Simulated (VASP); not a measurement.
Write the native input for VASP 6.6.1 that does the following.

| Quantity | Value |
| --- | --- |
| Task | single point |
| Functional | PBEsol |
| Potentials or basis | VASP PAW PBE potentials, release 64 (Al, Cu) |
| Cutoff | 600 eV |
| k mesh | 3 × 3 × 2 |
| Occupations | methfessel-paxton, width 0.05 eV |
| Spin | no spin polarisation |
| Dipole correction | no |
| Further INCAR settings | ALGO = Normal; EDIFF = 1e-06; NBANDS = 18 |

The structure of Al3Cu lies in POSCAR:

```
Al3Cu
1.0
    2.7784050000      0.0000000000      0.0000000000
    0.0000000000      2.7784050000      0.0000000000
    0.0000000000      0.0000000000      7.5134030000
Al Cu
3 1
Direct
    0.0000000000      0.0000000000      0.5000000000
    0.5000000000      0.5000000000      0.2261160000
    0.5000000000      0.5000000000      0.7738840000
    0.0000000000      0.0000000000      0.0000000000
```

One way to write it, as run:

INCAR

```
SYSTEM = Al3Cu
PREC     = Accurate       ! precision mode
ENCUT    = 600            ! plane-wave cutoff, eV
EDIFF    = 1E-6           ! SCF threshold, eV
ISMEAR   = 1              ! smearing method
SIGMA    = 0.05           ! smearing width, eV
LREAL    = .False.        ! projectors in reciprocal space
LASPH    = .True.         ! aspherical terms in the spheres
NELM     = 120            ! most SCF steps
ALGO     = Normal         ! electronic algorithm
ISIF     = 2              ! what is computed and relaxed
LWAVE    = .False.        ! write WAVECAR
LCHARG   = .False.        ! write CHGCAR
GGA      = PS             ! functional
NBANDS   = 18             ! bands
GGA_COMPAT= .False.
```

KPOINTS

```
Automatic mesh
0
Gamma
  3 3 2
  0 0 0
```

Potentials or basis: VASP PAW PBE potentials, release 64 (Al, Cu).

Launch:

```sh
$ cat potpaw_PBE.64/Al/POTCAR potpaw_PBE.64/Cu/POTCAR > POTCAR
$ mpirun -np 1 vasp_std > vasp.out
```

It gave:

```
Pressure               : -0.6 GPa
Largest force          : 0.240 eV/Å
Band gap on the k mesh : zero (bands 10 and 11 overlap by 5.51 eV)
```

Caveat: the k points lie up to 0.75 Å⁻¹ apart, too coarse for converged energies and pressures of a metal; the PAW data sets were made with another functional, which shifts forces and pressure a little.

It took 6.2 s on 1 thread of Intel(R) Xeon(R) 6975P-C (Granite Rapids) (shared host), peak memory 0.17 GiB.
